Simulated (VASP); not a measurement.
# Si (P1) in VASP: further runs

Si is run at these levels: PBE; tasks: single point.

All numbers are computed with VASP 6.6.1; they aren't measurements. Logs are shortened: lines on timing, memory, paths and dates and some standing lists are left out, and cuts for length are marked.

## Step 1: The cell of the first run

The typed cell holds 128 atoms: a = 15.397 Å, b = 15.397 Å, c = 15.397 Å, α = 60.00°, β = 60.00°, γ = 60.00°.

## Step 2: Single point, PBE

INCAR

```
PREC     = Accurate       # precision mode
ENCUT    = 500            # plane-wave cutoff, eV
EDIFF    = 1E-6           # SCF threshold, eV
ISMEAR   = 0              # smearing method
SIGMA    = 0.01           # smearing width, eV
LREAL    = Auto         
LASPH    = T              # aspherical terms in the spheres
NELM     = 120            # most SCF steps
ALGO     = Normal         # electronic algorithm
ISIF     = 2              # what is computed and relaxed
LWAVE    = F              # write WAVECAR
LCHARG   = T              # write CHGCAR
GGA      = PE             # functional
LELF     = T              # ELF
LVHAR    = T            
NBANDS   = 326            # bands
GGA_COMPAT= F
```

KPOINTS

```
regular mesh
0
Gamma
  1 1 1
```

POSCAR

```
Si
1.0
    0.0000000000     10.8874040000     10.8874040000
   10.8874040000      0.0000000000     10.8874040000
   10.8874040000     10.8874040000      0.0000000000
Si
128
Direct
    0.0685740000      0.0607780000      0.0635260000
    0.0003810000      0.0021700000     -0.0036430000
    0.0614220000      0.0605480000      0.3097080000
   -0.0021920000     -0.0013310000      0.2492550000
    0.0601440000      0.0635960000      0.5610780000
   -0.0083080000      0.0030930000      0.4989820000
[... 120 lines left out ...]
    0.8111510000      0.8160090000      0.8092860000
    0.7503290000      0.7508920000      0.7494700000
```

Potentials or basis: VASP PAW PBE potentials, release 64 (Si).

On the command line:

```bash
cat potpaw_PBE.64/Si/POTCAR > POTCAR
mpirun -np 1 vasp_gam > vasp.out
```

OUTCAR:

```text
PREC = Accurate
   ENCUT = 500
   EDIFF = 1E-6
   ISMEAR = 0
   LREAL = Auto
   LASPH = T
   NELM = 120
   ISIF = 2
   GGA = PE

 ion  position               nearest neighbor table
   1  0.069  0.061  0.064-  34 2.31   4 2.34  10 2.38   2 2.44
   2  0.000  0.002  0.996-   7 2.30  97 2.31  25 2.39   1 2.44
   3  0.061  0.061  0.310-   4 2.34  12 2.37   6 2.38  36 2.42
   4  0.998  0.999  0.249-   3 2.34   1 2.34  27 2.35  99 2.39
   5  0.060  0.064  0.561-  14 2.35  38 2.37   8 2.38   6 2.40
   6  0.992  0.003  0.499- 101 2.27   3 2.38   5 2.40  29 2.41
[... 120 lines left out ...]
 127  0.811  0.816  0.809- 104 2.32 128 2.34 122 2.38  32 2.40
 128  0.750  0.751  0.749- 127 2.34  95 2.37 119 2.37 125 2.38

  LATTYP: Found a face centered cubic cell.
 ALAT       =    21.7748080000

  Lattice vectors:

 A1 = (   0.0000000000,  10.8874040000,  10.8874040000)
 A2 = (  10.8874040000,   0.0000000000,  10.8874040000)
 A3 = (  10.8874040000,  10.8874040000,   0.0000000000)

Analysis of symmetry for initial positions (statically):
=====================================================================
 Subroutine PRICEL returns:
 Original cell was already a primitive cell.

 Routine SETGRP: Setting up the symmetry group for a
 face centered cubic supercell.

 Subroutine GETGRP returns: Found  1 space group operations
 (whereof  1 operations were pure point group operations)
 out of a pool of 48 trial point group operations.

The static configuration has the point symmetry C_1 .

Analysis of symmetry for dynamics (positions and initial velocities):
=====================================================================
 Subroutine PRICEL returns:
 Original cell was already a primitive cell.

 Routine SETGRP: Setting up the symmetry group for a
 face centered cubic supercell.

 Subroutine GETGRP returns: Found  1 space group operations
 (whereof  1 operations were pure point group operations)
 out of a pool of 48 trial point group operations.

The dynamic configuration has the point symmetry C_1 .

 Subroutine INISYM returns: Found  1 space group operations
 (whereof  1 operations are pure point group operations),
 and found     1 'primitive' translations

----------------------------------------------------------------------------------------

                                     Primitive cell

  volume of cell :    2581.0892

  direct lattice vectors                    reciprocal lattice vectors
     0.000000000 10.887404000 10.887404000    -0.045924630  0.045924630  0.045924630
    10.887404000  0.000000000 10.887404000     0.045924630 -0.045924630  0.045924630
    10.887404000 10.887404000  0.000000000     0.045924630  0.045924630 -0.045924630

  length of vectors
    15.397114396 15.397114396 15.397114396     0.079543792  0.079543792  0.079543792

  position of ions in fractional coordinates (direct lattice)
     0.068574000  0.060778000  0.063526000
     0.000381000  0.002170000  0.996357000
     0.061422000  0.060548000  0.309708000
     0.997808000  0.998669000  0.249255000
     0.060144000  0.063596000  0.561078000
     0.991692000  0.003093000  0.498982000
[... 120 lines left out ...]
     0.811151000  0.816009000  0.809286000
     0.750329000  0.750892000  0.749470000

  ion indices of the primitive-cell ions
   primitive index   ion index
                 1           1
                 2           2
                 3           3
                 4           4
                 5           5
                 6           6
[... 85 lines left out ...]
                92          92
                93          93
   k-points           NKPTS =      1   k-points in BZ     NKDIM =      1   number of bands    NBANDS=    326
   number of dos      NEDOS =    301   number of ions     NIONS =    128
   total plane-waves  NPLWV = ******
   dimension x,y,z NGX =   112 NGY =  112 NGZ =  112
   dimension x,y,z NGXF=   224 NGYF=  224 NGZF=  224
   ions per type =             128
   NGX,Y,Z   is equivalent  to a cutoff of  12.09, 12.09, 12.09 a.u.
   NGXF,Y,Z  is equivalent  to a cutoff of  24.19, 24.19, 24.19 a.u.
 SYSTEM =  unknown system
   PREC   = accura    normal or accurate (medium, high low for compatibility)
   ISTART =      0    job   : 0-new  1-cont  2-samecut
   ICHARG =      2    charge: 1-file 2-atom 10-const
   ISPIN  =      1    spin polarized calculation?
   LNONCOLLINEAR =      F non collinear calculations
   LSORBIT =      F    spin-orbit coupling
   LASPH  =      T    aspherical Exc in radial PAW
   ENCUT  =  500.0 eV  36.75 Ry    6.06 a.u.  28.07 28.07 28.07*2*pi/ulx,y,z
   NELM   =    120;   NELMIN=  2; NELMDL= -5     # of ELM steps
   EDIFF  = 0.1E-05   stopping-criterion for ELM
   LREAL  =      T    real-space projection
   EDIFFG = 0.1E-04   stopping-criterion for IOM
   NSW    =      0    number of steps for IOM
   IBRION =     -1    ionic relax: 0-MD 1-quasi-New 2-CG
   NFREE  =      0    steps in history (QN), initial steepest desc. (CG)
   ISIF   =      2    stress and relaxation
   ISYM   =      2    0-nonsym 1-usesym 2-fastsym
   POTIM  = 0.5000    time-step for ionic-motion
   TEBEG  =    0.0;   TEEND  =   0.0 temperature during run
   PSTRESS=    0.0 pullay stress
   NELECT =     512.0000    total number of electrons
   NUPDOWN=      -1.0000    fix difference up-down
   EMIN   =  10.00;   EMAX   =-10.00  energy-range for DOS
   EFERMI =   0.00;   METHOD = LEGACY
   ISMEAR =     0;   SIGMA  =   0.01  broadening in eV -4-tet -1-fermi 0-gaus
   EFERMI_NEDOS =   21; number of points for ismear=-14 and -15
   IALGO  =     38    algorithm
   IMIX   =      4    mixing-type and parameters
     AMIX     =   0.40;   BMIX     =  1.00
     AMIX_MAG =   1.60;   BMIX_MAG =  1.00
  volume/ion in A,a.u.               =      20.16       136.08
  Fermi-wavevector in a.u.,A,eV,Ry     =   0.954766  1.804247 12.402785  0.911579
  Thomas-Fermi vector in A             =   2.083543
   LORBIT       =      0    0 simple, 1 ext, 2 COOP (PROOUT), +10 PAW based schemes
   GGA     = PE    functional components
   LHFCALC =     F    Hartree Fock is set to
   AEXX    =    0.0000 exact exchange contribution
   IVDW    =     0    specifies the selected vdW correction
   LEPSILON=     F    determine dielectric tensor
   LRPA    =     F    only Hartree local field effects (RPA)
 non-spin polarized calculation
 Gauss-broadening in eV      SIGMA  =   0.01
  energy-cutoff  :      500.00
  volume of cell :     2581.09
 maximum number of plane-waves:     32774
   NGX = 57   NGY = 57   NGZ = 57

 number of electron     512.0000000 magnetization

 Free energy of the ion-electron system (eV)
  ---------------------------------------------------
  ext. energy  EPLUGINS =         0.00000000
  ---------------------------------------------------
  free energy    TOTEN  =      -677.89783852 eV

  energy without entropy =     -677.89783852  energy(sigma->0) =     -677.89783852

 E-fermi :   5.9135     XC(G=0):  -9.3557

 val. band max:        5.8580602383   @ k =   0.0000   0.0000   0.0000
 cond. band min:       6.3974903595   @ k =   0.0000   0.0000   0.0000
 fundamental gap:      0.5394301213
 Fermi energy:         5.9134835738

 k-point     1 :       0.0000    0.0000    0.0000
  band No.  band energies     occupation
      1      -6.1449      2.00000
      2      -5.4107      2.00000
      3      -5.3944      2.00000
      4      -5.3875      2.00000
      5      -5.3602      2.00000
      6      -5.3516      2.00000
[... 260 lines left out ...]
    267       6.9102      0.00000
    268       6.9128      0.00000
 [bands above 268 left out]

------------------------ aborting loop because EDIFF is reached ----------------------------------------

  FORCE on cell =-STRESS in cart. coord.  units (eV):
  Direction    XX          YY          ZZ          XY          YZ          ZX
  --------------------------------------------------------------------------------------
  -------------------------------------------------------------------------------------
  Total       36.7043454     36.3854058     36.9839644      2.7744035      6.8360866      1.8235122
  in kB       22.7837420     22.5857644     22.9573118      1.7221747      4.2434113      1.1319213
  external PRESSURE =      22.7756061 kB  Pullay stress =       0.0000000 kB

 VOLUME and BASIS-vectors are now :
 -----------------------------------------------------------------------------
  energy-cutoff  :      500.00
  volume of cell :     2581.09
      direct lattice vectors                 reciprocal lattice vectors
     0.000000000 10.887404000 10.887404000    -0.045924630  0.045924630  0.045924630
    10.887404000  0.000000000 10.887404000     0.045924630 -0.045924630  0.045924630
    10.887404000 10.887404000  0.000000000     0.045924630  0.045924630 -0.045924630

 POSITION                                       TOTAL-FORCE (eV/Angst)
 -----------------------------------------------------------------------------------
      1.35335      1.43823      1.40831        -0.024594     -1.005201     -0.498465
     10.87137     10.85189      0.02777         0.170114      0.940576      0.139730
      4.03113      4.04064      1.32794         0.271858      0.446376      0.359990
     13.58665     13.57728     21.73645         0.126988     -0.052382     -0.146176
      6.80108      6.76349      1.34721        -0.084926     -0.103515     -0.247939
      5.46629     16.22957     10.83063        -0.769781      1.041240      0.552346
[... 120 lines left out ...]
     17.69524     17.64235     17.71555        -0.048956      0.580398     -0.268000
     16.33505     16.32892     16.34440        -0.111352     -0.145305     -0.116962
 -----------------------------------------------------------------------------------
    total drift:                               -0.038542      0.003095     -0.023252

  FREE ENERGIE OF THE ION-ELECTRON SYSTEM (eV)
  ---------------------------------------------------
  free  energy   TOTEN  =      -677.8978385226 eV

  energy  without entropy=     -677.8978385226  energy(sigma->0) =     -677.89783852
```

Wall time 23 min (1 thread of Intel Xeon Platinum 8259CL at 2.50GHz (Skylake/Cascade Lake), shared host); peak memory 1.9 GiB.

Results:

* Free energy: -677.8978 eV
* Pressure: 2.3 GPa
* Largest force: 3.711 eV/Å

Forces on the atoms (eV/Å):
```
Si  -0.025 -1.005 -0.498
Si   0.170  0.941  0.140
Si   0.272  0.446  0.360
Si   0.127 -0.052 -0.146
Si  -0.085 -0.104 -0.248
Si  -0.770  1.041  0.552
Si  -0.427 -0.217  0.377
Si   0.480 -0.589  0.630
Si  -0.526  1.348 -0.299
Si  -0.077 -0.196 -0.339
Si   0.562  0.981 -0.626
Si  -0.668 -0.609 -0.444
Si  -0.125 -1.362 -0.438
Si  -0.015  0.883  1.038
Si  -0.931 -0.084 -0.318
Si   0.690  0.613  0.125
Si   0.333  0.926  0.117
Si   0.557 -0.710  0.646
Si  -1.434 -0.191 -0.159
Si   0.938 -0.074  1.508
Si   0.464 -0.284  0.211
Si   0.086 -0.211 -0.855
Si   0.195 -0.784 -0.171
Si   0.135  0.183 -0.037
Si   0.038  0.321  0.569
Si  -0.326 -0.203  0.082
Si  -0.111  0.786  0.818
Si  -0.047 -0.088 -0.254
Si  -0.066 -0.464  0.240
Si  -0.009  0.581  0.260
Si  -1.145  0.056 -0.875
Si   0.552  0.324 -0.043
Si   0.200  0.632 -0.354
Si  -0.324  0.163 -0.092
Si  -0.301 -0.754 -0.439
Si  -0.317 -0.074 -0.476
Si   0.359 -0.023 -0.011
Si  -0.157 -0.091 -0.318
Si  -0.129  0.162  0.160
Si  -0.334  0.097 -0.351
Si   0.497  0.526  1.935
Si  -0.631 -1.263 -0.643
Si   0.245 -0.817  0.685
Si   0.350  0.728 -0.088
Si   0.089  0.626  0.420
Si  -0.847  0.249 -0.225
Si   0.461 -0.233 -0.436
Si   0.391 -0.221  0.087
Si   0.719  0.225 -0.420
Si  -0.646 -0.335 -0.501
Si   0.277  0.017 -0.097
Si  -0.557 -0.253 -0.539
Si  -1.038 -0.410  1.434
Si  -0.259  0.087  0.332
Si  -0.464  0.769 -0.404
Si   0.584  1.451  0.086
Si   0.150  0.094 -0.027
Si  -0.101 -0.452  0.074
Si   0.933  0.045  0.325
Si   0.032 -0.739 -0.565
Si   1.426  1.449  1.538
Si  -1.576 -1.804 -1.536
Si   0.759 -0.418 -0.430
Si   0.338 -0.373  0.257
Si   0.059  0.049  0.542
Si   0.224  0.111  0.029
Si   0.208  1.151  1.459
Si  -0.813 -0.346 -0.551
Si  -0.124 -0.730 -1.039
Si   0.370  0.564  0.040
Si   0.826 -0.148 -0.427
Si  -0.583 -0.481 -0.593
Si   0.952  0.985  0.303
Si  -1.300 -1.551 -1.535
Si  -0.233 -0.387 -0.704
Si   0.073  0.006 -0.094
Si  -0.865 -1.505 -0.071
Si   1.473  0.342  0.540
Si   0.685  0.011 -0.261
Si   0.534  1.024  0.314
Si  -0.673 -0.012 -0.525
Si   0.162 -0.012  1.092
Si  -0.794 -1.250 -0.427
Si   0.462  0.317  0.813
Si   1.147  1.129  0.800
Si   0.208 -0.220 -1.687
Si   1.806  2.005  1.416
Si  -1.967 -2.449 -1.977
Si  -0.765 -1.420 -0.672
Si   0.831  0.851  0.764
Si   0.172  0.105 -0.439
Si   0.470  0.798  0.514
Si  -0.716 -1.121 -0.201
Si  -0.228  0.027  0.222
Si  -0.327 -0.525  0.143
Si   0.389  1.067  0.347
Si   0.373 -0.579 -0.478
Si   0.075  0.261 -0.062
Si   0.691  0.001  1.228
Si   0.149 -1.237 -0.439
Si   1.803 -0.120  0.503
Si  -1.034  0.307 -0.275
Si   0.653 -0.059  0.477
Si  -1.043  0.041  0.850
Si  -0.725  0.130  0.065
Si  -0.488  0.394 -0.051
Si   1.599  1.335  0.973
Si  -1.572 -0.087 -1.287
Si   0.482 -0.406  0.238
Si  -1.313  0.180 -0.386
Si   0.680  0.089  0.526
Si  -0.977  0.096 -0.407
Si  -0.242 -0.327 -1.016
Si   1.239  0.201  0.318
Si  -0.825 -0.186 -1.336
Si   0.370  0.534  1.156
Si   1.251  1.759  0.813
Si  -0.901 -1.003 -0.860
Si  -0.060 -0.228  0.643
Si  -1.120 -0.922 -0.468
Si   0.642 -0.182 -0.115
Si  -0.269  0.383  0.636
Si   0.177  0.422 -0.556
Si  -0.236 -0.606  0.053
Si   0.266 -0.279 -0.580
Si  -0.089  0.001  0.783
Si  -0.049  0.580 -0.268
Si  -0.111 -0.145 -0.117
```

Stress tensor (GPa, compression positive):
```
2.28 0.17 0.11
0.17 2.26 0.42
0.11 0.42 2.30
```

Levels at points of the mesh, in eV from the Fermi level:
```csv
k point,band 252,band 253,band 254,band 255,band 256,band 257,band 258,band 259,band 260,band 261
"(0.00, 0.00, 0.00)",-0.71,-0.68,-0.11,-0.08,-0.06,0.48,0.54,0.56,0.59,0.60
```

Caveat: the k points lie up to 0.50 Å⁻¹ apart; forces of over 1 eV/Å act on the atoms, so gaps and moduli don't describe the material at rest.

(Continued in part 2 of 2.)
